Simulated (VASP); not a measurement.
## TiO2: single point with r2SCAN

The system is TiO2.

```
CELL_PARAMETERS angstrom
2.67116 -2.67124 -0.02014
2.67116 2.67124 -0.02014
-2.63530 0.00000 4.81202
ATOMIC_POSITIONS crystal
Ti 0.12499 0.87501 0.25000
Ti 0.87501 0.12499 0.75000
O 0.33228 0.08225 0.66454
O 0.66772 0.91775 0.33546
O 0.91775 0.66772 0.83546
O 0.08225 0.33228 0.16454
```

```
Program             : VASP 6.6.1
Task                : single point
Functional          : r2SCAN
Potentials or basis : VASP PAW PBE potentials, release 64 (Ti_sv, O)
Cutoff              : 520 eV
k mesh              : 8 × 8 × 6
Occupations         : gaussian, width 0.02 eV
Spin                : no spin polarisation
```

```json
{
 "Pressure": "1.2 GPa",
 "Largest force": "0.026 eV/Å",
 "Band gap on the k mesh": "2.59 eV (least direct gap 2.90 eV)"
}
```

Forces in eV/Å, atoms in the order of the input:
```
Ti   0.000 -0.001  0.000
Ti   0.000  0.001  0.000
O    0.000  0.001  0.026
O    0.000 -0.001 -0.026
O    0.000  0.001 -0.026
O    0.000 -0.001  0.026
```

Stress tensor (GPa, compression positive):
```
1.31 0.00 0.00
0.00 1.30 0.00
0.00 0.00 1.10
```

Levels at points of the mesh, in eV from the valence-band top:
```
           k point  band 21  band 22  band 23  band 24  band 25  band 26  band 27  band 28
(0.00, 0.00, 0.00)    -0.76    -0.76    -0.44    -0.44     2.59     3.31     4.50     4.50
(0.50, 0.00, 0.00)    -1.92    -0.93    -0.84    -0.65     3.72     3.99     4.04     4.09
(0.50, 0.50, 0.00)    -2.05    -2.05    -0.01    -0.01     3.77     3.77     4.24     4.24
(0.00, 0.00, 0.50)    -1.26    -1.26    -0.09    -0.09     2.94     2.94     4.26     4.26
(0.50, 0.00, 0.50)    -1.92    -0.93    -0.84    -0.65     3.72     3.99     4.04     4.09
(0.50, 0.50, 0.50)    -2.05    -2.05    -0.01    -0.01     3.77     3.77     4.24     4.24
```

Wall time 22 min on 1 thread of Oxide Virtual Turin-like Processor, on a shared host, peak memory 0.29 GiB.

Caveat: the PAW data sets were made with another functional, which shifts forces and pressure a little. A k mesh can miss the band edges.
